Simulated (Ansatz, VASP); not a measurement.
## One calculation of Na, two programs

```
Na
1.0
     0.00000    3.58455    3.58455
     3.58455    0.00000    3.58455
     3.58455    3.58455    0.00000
Na
2
Direct
  0.87500 0.87500 0.87500
  0.12500 0.12500 0.12500
```

Alike in both runs: task single point; functional PBEsol; k mesh 9 × 9 × 9; occupations fermi-dirac, width 0.005 eV; no spin polarisation.

|  | VASP | Ansatz |
| --- | --- | --- |
| version | VASP 6.6.1 | Ansatz 0.2.0 |
| potentials or method | VASP PAW PBE potentials, release 64 (Na_pv) | PAW with Ansatz's default frozen-core files, scalar-relativistic |
| plane-wave cutoff (eV) | 520 | 420 |
| valence electrons in the cell | 14 | 18 |

|  | VASP | Ansatz | Ansatz less VASP |
| --- | --- | --- | --- |
| gap on the k mesh at the Fermi level (eV) | none | none | - |
| pressure (GPa) | 0.5 | 0.5 | +0.01 |

VASP's potentials were made for PBE, not for PBEsol. A gap of «none» marks a metal or a gap that the smearing closes. VASP's potentials hold 14 valence electrons a cell and Ansatz's 18, so a difference there can come from the potentials and not from the codes.
